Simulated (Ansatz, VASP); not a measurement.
# SrCo3 in VASP and in Ansatz

INCAR

```
SYSTEM = SrCo3
PREC     = Accurate       ! precision mode
ENCUT    = 520            ! plane-wave cutoff, eV
EDIFF    = 1E-6           ! SCF threshold, eV
ISMEAR   = 0              ! smearing method
SIGMA    = 0.05           ! smearing width, eV
LREAL    = .FALSE.        ! projectors in reciprocal space
LASPH    = .TRUE.         ! aspherical terms in the spheres
NELM     = 150            ! most SCF steps
ALGO     = Normal         ! electronic algorithm
ISIF     = 2              ! what is computed and relaxed
LWAVE    = .FALSE.        ! write WAVECAR
LCHARG   = .FALSE.        ! write CHGCAR
ISPIN    = 2              ! spin polarisation
MAGMOM   = 0 1.66 1.66 1.66 ! initial moments
LORBIT   = 11             ! projections on sites
LMAXMIX  = 4              ! l up to which the mixer works
GGA      = PE             ! functional
NBANDS   = 30             ! bands
```

File KPOINTS:

```
Automatic mesh
0
G
  8 8 8
  0 0 0
```

The input POSCAR:

```
SrCo3
1.0
    4.0068273888      0.0000000000      0.0000000000
    0.0000000000      4.0068273888      0.0000000000
    0.0000000000      0.0000000000      4.0068273888
Sr Co
1 3
Direct
    0.0000000000      0.0000000000      0.0000000000
    0.0000000000      0.5000000000      0.5000000000
    0.5000000000      0.5000000000      0.0000000000
    0.5000000000      0.0000000000      0.5000000000
```

Input for Ansatz:

```yaml
crystal:
  lattice:
    - [4.0068273888, 0.0, 0.0]
    - [0.0, 4.0068273888, 0.0]
    - [0.0, 0.0, 4.0068273888]
  atoms:
    - { symbol: Sr, position: [0.0, 0.0, 0.0] }
    - { symbol: Co, position: [0.0, 0.5, 0.5], spin: 1.66 }
    - { symbol: Co, position: [0.5, 0.5, 0.0], spin: 1.66 }
    - { symbol: Co, position: [0.5, 0.0, 0.5], spin: 1.66 }
basis:
  ecutwfc: 420
  ecutrho_ratio: 4
kpoints:
  mp_grid: { grid: [8, 8, 8] }
hamiltonian:
  xc: pbe
scf:
  occupations: { method: gaussian, width: 0.05 }
output:
  forces: true
  stress: true
  eigenvalues: true
  populations: true
magnetization:
  spin_polarized: true
```

Alike in both runs: task single point; functional PBE; k mesh 8 × 8 × 8; occupations gaussian, width 0.05 eV; collinear spin.

```csv
,VASP,Ansatz
version,VASP 6.6.1,Ansatz 0.2.0
potentials or method,"VASP PAW PBE potentials, release 64 (Sr_sv, Co), cutoff 520 eV","scalar-relativistic, plane waves, PAW"
valence electrons in the cell,37,61
```

|  | VASP | Ansatz | Ansatz less VASP |
| --- | --- | --- | --- |
| gap on the k mesh at the Fermi level (eV) | none | none | - |
| pressure (GPa) | 0.4 | 0.0 | -0.40 |
| net moment per atom (μB) | 1.04 | 1.04 | +0.004 |
| size of the moment on the site where the two differ most (μB) | 1.50 | 1.52 | +0.022 |

Site moments also hang on the region over which each program counts them. A gap of «none» marks a metal or a gap that the smearing closes. VASP's potentials hold 37 valence electrons a cell and Ansatz's 61, so a difference there can come from the potentials and not from the codes.
